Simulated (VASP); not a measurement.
# YB (Fm-3m) in VASP: further runs

The runs below take YB through single point, with PBEsol.

Everything below comes from runs of VASP 6.6.1. Logs are shortened: lines on timing, memory, paths and dates and some standing lists are left out, and cuts for length are marked.

## (1) The cell of the first run

Symmetry: Fm-3m, No. 225, cubic system. Conventional cell: a = 5.223 Å, b = 5.223 Å, c = 5.223 Å, α = 90.00°, β = 90.00°, γ = 90.00°. Within 3.4 Å of Y (site symmetry m-3m) lie 6 B at 2.61 Å. Within 3.4 Å of B (site symmetry m-3m) lie 6 Y at 2.61 Å.

## (2) Single point, PBEsol (17.81 Å³/atom)

INCAR

```
  PREC = Accurate
  ENCUT = 520
  EDIFF = 1E-6
  ISMEAR = 0
  SIGMA = 0.05
  LREAL = F
  LASPH = T
  NELM = 80
  ALGO = Normal
  ISIF = 2
  LWAVE = F
  LCHARG = F
  GGA = PS
  NBANDS = 14
```

KPOINTS

```
regular mesh
0
Gamma
  10 10 10
```

POSCAR

```
YB
1.0
    0.0000000000      2.6113063142      2.6113063142
    2.6113063142      0.0000000000      2.6113063142
    2.6113063142      2.6113063142      0.0000000000
Y B
1 1
Direct
    0.5000000000      0.5000000000      0.5000000000
    0.0000000000      0.0000000000      0.0000000000
```

Potentials or basis: VASP PAW PBE potentials, release 64 (Y_sv, B).

Launch:

```
cat potpaw_PBE.64/Y_sv/POTCAR potpaw_PBE.64/B/POTCAR > POTCAR
mpirun -np 1 vasp_std > vasp.out
```

OUTCAR:

```text
PREC = Accurate
   ENCUT = 520
   EDIFF = 1E-6
   ISMEAR = 0
   LREAL = F
   LASPH = T
   NELM = 80
   ISIF = 2
   GGA = PS

 ion  position               nearest neighbor table
   1  0.500  0.500  0.500-   2 2.61   2 2.61   2 2.61   2 2.61   2 2.61   2 2.61
   2  0.000  0.000  0.000-   1 2.61   1 2.61   1 2.61   1 2.61   1 2.61   1 2.61

  LATTYP: Found a face centered cubic cell.
 ALAT       =     5.2226126284

  Lattice vectors:

 A1 = (   0.0000000000,   2.6113063142,   2.6113063142)
 A2 = (   2.6113063142,   0.0000000000,   2.6113063142)
 A3 = (   2.6113063142,   2.6113063142,   0.0000000000)

Analysis of symmetry for initial positions (statically):
=====================================================================
 Subroutine PRICEL returns:
 Original cell was already a primitive cell.

 Routine SETGRP: Setting up the symmetry group for a
 face centered cubic supercell.

 Subroutine GETGRP returns: Found 48 space group operations
 (whereof 48 operations were pure point group operations)
 out of a pool of 48 trial point group operations.

The static configuration has the point symmetry O_h .

Analysis of symmetry for dynamics (positions and initial velocities):
=====================================================================
 Subroutine PRICEL returns:
 Original cell was already a primitive cell.

 Routine SETGRP: Setting up the symmetry group for a
 face centered cubic supercell.

 Subroutine GETGRP returns: Found 48 space group operations
 (whereof 48 operations were pure point group operations)
 out of a pool of 48 trial point group operations.

The dynamic configuration has the point symmetry O_h .

 Subroutine INISYM returns: Found 48 space group operations
 (whereof 48 operations are pure point group operations),
 and found     1 'primitive' translations

----------------------------------------------------------------------------------------

                                     Primitive cell

  volume of cell :      35.6126

  direct lattice vectors                    reciprocal lattice vectors
     0.000000000  2.611306314  2.611306314    -0.191475047  0.191475047  0.191475047
     2.611306314  0.000000000  2.611306314     0.191475047 -0.191475047  0.191475047
     2.611306314  2.611306314  0.000000000     0.191475047  0.191475047 -0.191475047

  length of vectors
     3.692944805  3.692944805  3.692944805     0.331644510  0.331644510  0.331644510

  position of ions in fractional coordinates (direct lattice)
     0.500000000  0.500000000  0.500000000
     0.000000000  0.000000000  0.000000000

  ion indices of the primitive-cell ions
   primitive index   ion index
                 1           1
                 2           2

----------------------------------------------------------------------------------------

 KPOINTS: regular mesh

Automatic generation of k-mesh.
 Grid dimensions read from file:
 generate k-points for:   10   10   10

 Generating k-lattice:

  Cartesian coordinates                     Fractional coordinates (reciprocal lattice)
    -0.019147505  0.019147505  0.019147505     0.100000000  0.000000000  0.000000000
     0.019147505 -0.019147505  0.019147505     0.000000000  0.100000000  0.000000000
     0.019147505  0.019147505 -0.019147505     0.000000000  0.000000000  0.100000000

  Length of vectors
     0.033164451  0.033164451  0.033164451

  Shift w.r.t. Gamma in fractional coordinates (k-lattice)
     0.000000000  0.000000000  0.000000000

 Subroutine IBZKPT returns following result:
 ===========================================

 Found     47 irreducible k-points:

 Following reciprocal coordinates:
            Coordinates               Weight
  0.000000  0.000000  0.000000      1.000000
  0.100000  0.000000  0.000000      8.000000
  0.200000  0.000000  0.000000      8.000000
  0.300000  0.000000  0.000000      8.000000
  0.400000  0.000000  0.000000      8.000000
  0.500000  0.000000  0.000000      4.000000
[... 16 lines left out ...]
  0.300000  0.300000  0.000000      6.000000
  0.400000  0.300000  0.000000     24.000000
 [... further k-points ...]
   k-points           NKPTS =     47   k-points in BZ     NKDIM =     47   number of bands    NBANDS=     14
   number of dos      NEDOS =    301   number of ions     NIONS =      2
   total plane-waves  NPLWV =  21952
   dimension x,y,z NGX =    28 NGY =   28 NGZ =   28
   dimension x,y,z NGXF=    56 NGYF=   56 NGZF=   56
   ions per type =               1   1
   NGX,Y,Z   is equivalent  to a cutoff of  12.60, 12.60, 12.60 a.u.
   NGXF,Y,Z  is equivalent  to a cutoff of  25.21, 25.21, 25.21 a.u.
 SYSTEM =  unknown system
   PREC   = accura    normal or accurate (medium, high low for compatibility)
   ISTART =      0    job   : 0-new  1-cont  2-samecut
   ICHARG =      2    charge: 1-file 2-atom 10-const
   ISPIN  =      1    spin polarized calculation?
   LNONCOLLINEAR =      F non collinear calculations
   LSORBIT =      F    spin-orbit coupling
   LASPH  =      T    aspherical Exc in radial PAW
   ENCUT  =  520.0 eV  38.22 Ry    6.18 a.u.   6.87  6.87  6.87*2*pi/ulx,y,z
   NELM   =     80;   NELMIN=  2; NELMDL= -5     # of ELM steps
   EDIFF  = 0.1E-05   stopping-criterion for ELM
   LREAL  =      F    real-space projection
   EDIFFG = 0.1E-04   stopping-criterion for IOM
   NSW    =      0    number of steps for IOM
   IBRION =     -1    ionic relax: 0-MD 1-quasi-New 2-CG
   NFREE  =      0    steps in history (QN), initial steepest desc. (CG)
   ISIF   =      2    stress and relaxation
   ISYM   =      2    0-nonsym 1-usesym 2-fastsym
   POTIM  = 0.5000    time-step for ionic-motion
   TEBEG  =    0.0;   TEEND  =   0.0 temperature during run
   PSTRESS=    0.0 pullay stress
   NELECT =      14.0000    total number of electrons
   NUPDOWN=      -1.0000    fix difference up-down
   EMIN   =  10.00;   EMAX   =-10.00  energy-range for DOS
   EFERMI =   0.00;   METHOD = LEGACY
   ISMEAR =     0;   SIGMA  =   0.05  broadening in eV -4-tet -1-fermi 0-gaus
   EFERMI_NEDOS =   21; number of points for ismear=-14 and -15
   IALGO  =     38    algorithm
   IMIX   =      4    mixing-type and parameters
     AMIX     =   0.40;   BMIX     =  1.00
     AMIX_MAG =   1.60;   BMIX_MAG =  1.00
  volume/ion in A,a.u.               =      17.81       120.16
  Fermi-wavevector in a.u.,A,eV,Ry     =   1.199268  2.266288 19.568504  1.438244
  Thomas-Fermi vector in A             =   2.335135
   LORBIT       =      0    0 simple, 1 ext, 2 COOP (PROOUT), +10 PAW based schemes
   GGA     = PS    functional components
   LHFCALC =     F    Hartree Fock is set to
   AEXX    =    0.0000 exact exchange contribution
   IVDW    =     0    specifies the selected vdW correction
   LEPSILON=     F    determine dielectric tensor
   LRPA    =     F    only Hartree local field effects (RPA)
 non-spin polarized calculation
 Gauss-broadening in eV      SIGMA  =   0.05
  energy-cutoff  :      520.00
  volume of cell :       35.61
 maximum number of plane-waves:       982
   NGX = 13   NGY = 13   NGZ = 13

 number of electron      13.9999999 magnetization

 Free energy of the ion-electron system (eV)
  ---------------------------------------------------
  ext. energy  EPLUGINS =         0.00000000
  ---------------------------------------------------
  free energy    TOTEN  =       -13.21074068 eV

  energy without entropy =      -13.20531106  energy(sigma->0) =      -13.20802587

 E-fermi :   3.0225     XC(G=0): -10.5844

 val. band max:        3.0175307003   @ k =  -0.3000   0.1000   0.0000
 cond. band min:       3.0325149728   @ k =   0.4000   0.1000   0.0000
 fundamental gap:      0.0149842724
 Fermi energy:         3.0225108182

 k-point     1 :       0.0000    0.0000    0.0000
  band No.  band energies     occupation
      1     -37.7923      2.00000
      2     -17.6633      2.00000
      3     -17.6633      2.00000
      4     -17.6633      2.00000
      5      -4.3937      2.00000
      6       5.7686      0.00000
      7       5.7686      0.00000
      8       5.7686      0.00000
      9       5.8425      0.00000
     10       5.8425      0.00000
     11       5.8425      0.00000
     12       7.2503      0.00000
     13       7.2503      0.00000
     14      11.7318      0.00000

 k-point     2 :       0.1000    0.0000    0.0000
  band No.  band energies     occupation
      1     -37.7874      2.00000
      2     -17.7190      2.00000
      3     -17.6685      2.00000
      4     -17.6685      2.00000
      5      -4.1951      2.00000
      6       4.6002      0.00000
      7       4.9203      0.00000
      8       4.9203      0.00000
      9       6.1206      0.00000
     10       6.1206      0.00000
     11       6.5877      0.00000
     12       8.2312      0.00000
     13       8.2312      0.00000
     14      12.0714      0.00000

 k-point     3 :       0.2000    0.0000    0.0000
  band No.  band energies     occupation
      1     -37.7744      2.00000
      2     -17.8610      2.00000
      3     -17.6821      2.00000
      4     -17.6821      2.00000
      5      -3.6373      2.00000
      6       3.2282      0.00000
      7       3.9214      0.00000
      8       3.9214      0.00000
      9       6.6717      0.00000
     10       6.6717      0.00000
     11       7.0360      0.00000
     12       9.8637      0.00000
     13       9.8637      0.00000
     14      12.7306      0.00000

 k-point     4 :       0.3000    0.0000    0.0000
  band No.  band energies     occupation
      1     -37.7583      2.00000
      2     -18.0300      2.00000
      3     -17.6987      2.00000
      4     -17.6987      2.00000
      5      -2.8174      2.00000
      6       1.8936      2.00000
      7       3.1590      0.00011
      8       3.1590      0.00011
      9       7.5002      0.00000
     10       7.5002      0.00000
     11       7.5320      0.00000
     12      11.5804      0.00000
     13      11.5804      0.00000
     14      12.5556      0.00000

 k-point     5 :       0.4000    0.0000    0.0000
  band No.  band energies     occupation
      1     -37.7452      2.00000
      2     -18.1618      2.00000
      3     -17.7121      2.00000
      4     -17.7121      2.00000
      5      -1.8694      2.00000
      6       0.6904      2.00000
      7       2.6896      2.00000
      8       2.6896      2.00000
      9       8.3454      0.00000
     10       8.4034      0.00000
     11       8.4034      0.00000
[... 276 lines left out ...]
 k-point    22 :      -0.2000    0.2000    0.0000
  band No.  band energies     occupation
      1     -37.7527      2.00000
      2     -17.9991      2.00000
      3     -17.8073      2.00000
      4     -17.6926      2.00000
      5      -2.6381      2.00000
      6       1.8124      2.00000
      7       3.0044      1.39098
      8       3.0651      0.22842
      9       6.9689      0.00000
     10       8.1546      0.00000
     11       8.6902      0.00000
     12       9.6479      0.00000
     13      12.5583      0.00000
     14      12.9854      0.00000

 k-point    23 :       0.3000    0.3000    0.0000
  band No.  band energies     occupation
      1     -37.7469      2.00000
      2     -17.9932      2.00000
      3     -17.7863      2.00000
      4     -17.7863      2.00000
      5      -2.8359      2.00000
      6       1.8134      2.00000
      7       3.9031      0.00000
      8       4.5226      0.00000
      9       4.5226      0.00000
     10       8.1214      0.00000
     11       9.5167      0.00000
     12       9.5167      0.00000
     13      11.3546      0.00000
     14      15.0799      0.00000

 k-point    24 :       0.4000    0.3000    0.0000
  band No.  band energies     occupation
      1     -37.7365      2.00000
      2     -18.0618      2.00000
      3     -17.8227      2.00000
      4     -17.8058      2.00000
      5      -2.5723      2.00000
      6       1.7924      2.00000
      7       3.2687      0.00000
      8       4.2813      0.00000
      9       4.9866      0.00000
     10       8.7404      0.00000
     11       9.7496      0.00000
     12       9.8558      0.00000
     13      12.0190      0.00000
     14      13.7534      0.00000

 [... further k-points ...]

------------------------ aborting loop because EDIFF is reached ----------------------------------------

  FORCE on cell =-STRESS in cart. coord.  units (eV):
  Direction    XX          YY          ZZ          XY          YZ          ZX
  --------------------------------------------------------------------------------------
  -------------------------------------------------------------------------------------
  Total        0.8911799      0.8911799      0.8911799      0.0000000     -0.0000000      0.0000000
  in kB       40.0933634     40.0933634     40.0933634      0.0000000     -0.0000000      0.0000000
  external PRESSURE =      40.0933634 kB  Pullay stress =       0.0000000 kB

 VOLUME and BASIS-vectors are now :
 -----------------------------------------------------------------------------
  energy-cutoff  :      520.00
  volume of cell :       35.61
      direct lattice vectors                 reciprocal lattice vectors
     0.000000000  2.611306314  2.611306314    -0.191475047  0.191475047  0.191475047
     2.611306314  0.000000000  2.611306314     0.191475047 -0.191475047  0.191475047
     2.611306314  2.611306314  0.000000000     0.191475047  0.191475047 -0.191475047

 POSITION                                       TOTAL-FORCE (eV/Angst)
 -----------------------------------------------------------------------------------
      2.61131      2.61131      2.61131        -0.000000     -0.000000     -0.000000
      0.00000      0.00000      0.00000         0.000000      0.000000      0.000000
 -----------------------------------------------------------------------------------
    total drift:                                0.000000      0.000000      0.000000

  FREE ENERGIE OF THE ION-ELECTRON SYSTEM (eV)
  ---------------------------------------------------
  free  energy   TOTEN  =       -13.2107406773 eV

  energy  without entropy=      -13.2053110579  energy(sigma->0) =      -13.20802587
```

Run time: 22 s. Hardware: 1 thread of Intel Xeon Platinum 8375C at 2.90GHz (Ice Lake), shared host; peak memory 0.18 GiB.

Results:

- Free energy: -13.2107 eV
- Pressure: 4.0 GPa
- Band gap on the k mesh: zero (bands 7 and 8 overlap by 3.24 eV)

Caveat: the cell stands under pressure; the PAW data sets were made with another functional, which shifts forces and pressure a little.

## (3) Single point, PBEsol

This run uses another cell than the first one, of 18.38 Å³/atom.

INCAR

```
SYSTEM = YB
PREC = Accurate
ENCUT = 520
EDIFF = 1E-7
ISMEAR = 0
SIGMA = 0.05
LREAL = .False.
LASPH = .True.
NELM = 100
ALGO = Normal
ISIF = 2
LWAVE = .False.
LCHARG = .False.
GGA = PS
NBANDS = 14
```

KPOINTS

```
Automatic mesh
0
Gamma
  10 10 10
  0 0 0
```

POSCAR

```
YB
1.0
    0.0000000000      2.6388160440      2.6388160440
    2.6388160440      0.0000000000      2.6388160440
    2.6388160440      2.6388160440      0.0000000000
Y B
1 1
Direct
    0.5000000000      0.5000000000      0.5000000000
    0.0000000000      0.0000000000      0.0000000000
```

Potentials or basis: VASP PAW PBE potentials, release 64 (Y_sv, B).

Launch:

```
cat potpaw_PBE.64/Y_sv/POTCAR potpaw_PBE.64/B/POTCAR > POTCAR
mpirun -np 1 vasp_std > vasp.out
```

It took 26 s on 1 thread of Intel Xeon Platinum 8375C at 2.90GHz (Ice Lake), shared host; peak memory 0.18 GiB.

The run converged. Its results:

* Free energy: -13.2277 eV
* Pressure: 0.8 GPa
* Band gap on the k mesh: zero (bands 7 and 8 overlap by 3.16 eV)

Levels at points of the mesh, in eV from the Fermi level:
| k point | band 3 | band 4 | band 5 | band 6 | band 7 | band 8 | band 9 | band 10 | band 11 | band 12 |
| --- | --- | --- | --- | --- | --- | --- | --- | --- | --- | --- |
| (0.00, 0.00, 0.00) | -20.84 | -20.84 | -7.36 | 2.69 | 2.69 | 2.69 | 2.75 | 2.75 | 2.75 | 4.11 |
| (0.50, 0.00, 0.00) | -20.89 | -20.89 | -4.30 | -3.03 | -0.46 | -0.46 | 5.66 | 5.66 | 6.25 | 6.50 |
| (0.50, 0.50, 0.00) | -21.00 | -21.00 | -5.64 | -0.61 | 0.26 | 1.66 | 1.66 | 5.50 | 6.62 | 6.62 |

Caveat: the PAW data sets were made with another functional, which shifts forces and pressure a little.

## (4) Single point, PBEsol (18.48 Å³/atom)

This run uses another cell than the first one, of 18.48 Å³/atom.

INCAR

```
SYSTEM = YB
ALGO = Normal ; EDIFF = 1E-6
ENCUT = 520 ; GGA = PS
ISIF = 2 ; ISMEAR = 0
LASPH = .True. ; LCHARG = .False.
LREAL = .False. ; LWAVE = .False.
NBANDS = 14 ; NELM = 100
PREC = Accurate ; SIGMA = 0.05
```

KPOINTS

```
k-points
0
Gamma
  10 10 10
  0 0 0
```

POSCAR

```
YB
1.0
    0.0000000000      2.6440087881      2.6440087881
    2.6440087881      0.0000000000      2.6440087881
    2.6440087881      2.6440087881      0.0000000000
Y B
1 1
Direct
    0.5000000000      0.5000000000      0.5000000000
    0.0000000000      0.0000000000      0.0000000000
```

Potentials or basis: VASP PAW PBE potentials, release 64 (Y_sv, B).

Launch:

```
cat potpaw_PBE.64/Y_sv/POTCAR potpaw_PBE.64/B/POTCAR > POTCAR
mpirun -np 1 vasp_std > vasp.out
```

OUTCAR:

```text
SYSTEM = YB
   EDIFF = 1E-6
   ENCUT = 520
   GGA = PS
   ISIF = 2
   ISMEAR = 0
   LASPH = .True.
   LREAL = .False.
   NELM = 100
   PREC = Accurate

 ion  position               nearest neighbor table
   1  0.500  0.500  0.500-   2 2.64   2 2.64   2 2.64   2 2.64   2 2.64   2 2.64
   2  0.000  0.000  0.000-   1 2.64   1 2.64   1 2.64   1 2.64   1 2.64   1 2.64

  LATTYP: Found a face centered cubic cell.
 ALAT       =     5.2880175762

  Lattice vectors:

[... 596 lines left out ...]

  FORCE on cell =-STRESS in cart. coord.  units (eV):
  Direction    XX          YY          ZZ          XY          YZ          ZX
  --------------------------------------------------------------------------------------
  -------------------------------------------------------------------------------------
  Total        0.0585430      0.0585430      0.0585430      0.0000000      0.0000000     -0.0000000
  in kB        2.5372697      2.5372697      2.5372697      0.0000000      0.0000000     -0.0000000
  external PRESSURE =       2.5372697 kB  Pullay stress =       0.0000000 kB

 VOLUME and BASIS-vectors are now :
 -----------------------------------------------------------------------------
  energy-cutoff  :      520.00
  volume of cell :       36.97
      direct lattice vectors                 reciprocal lattice vectors
     0.000000000  2.644008788  2.644008788    -0.189106784  0.189106784  0.189106784
     2.644008788  0.000000000  2.644008788     0.189106784 -0.189106784  0.189106784
     2.644008788  2.644008788  0.000000000     0.189106784  0.189106784 -0.189106784

 POSITION                                       TOTAL-FORCE (eV/Angst)
 -----------------------------------------------------------------------------------
      2.64401      2.64401      2.64401        -0.000000      0.000000     -0.000000
      0.00000      0.00000      0.00000         0.000000     -0.000000      0.000000
 -----------------------------------------------------------------------------------
    total drift:                                0.000000      0.000000      0.000000

  FREE ENERGIE OF THE ION-ELECTRON SYSTEM (eV)
  ---------------------------------------------------
  free  energy   TOTEN  =       -13.2284527982 eV

  energy  without entropy=      -13.2229406526  energy(sigma->0) =      -13.22569673
```

Run time: 20 s. Hardware: 1 thread of Intel Xeon Platinum 8375C at 2.90GHz (Ice Lake), shared host; peak memory 0.18 GiB.

Results:

* Free energy: -13.2285 eV
* Pressure: 0.3 GPa
* Band gap on the k mesh: zero (bands 7 and 8 overlap by 3.14 eV)

Levels at points of the mesh, in eV from the Fermi level:
```
           k point  band 5  band 6  band 7  band 8  band 9  band 10
(0.00, 0.00, 0.00)   -7.35    2.68    2.68    2.68    2.74     2.74
(0.50, 0.00, 0.00)   -4.31   -3.02   -0.46   -0.46    5.63     5.63
(0.50, 0.50, 0.00)   -5.63   -0.63    0.27    1.65    1.65     5.47
```

Caveat: the PAW data sets were made with another functional, which shifts forces and pressure a little.

(Continued in part 2 of 2.)

The gap in the log of VASP goes by the Fermi energy; the results here count the filled bands.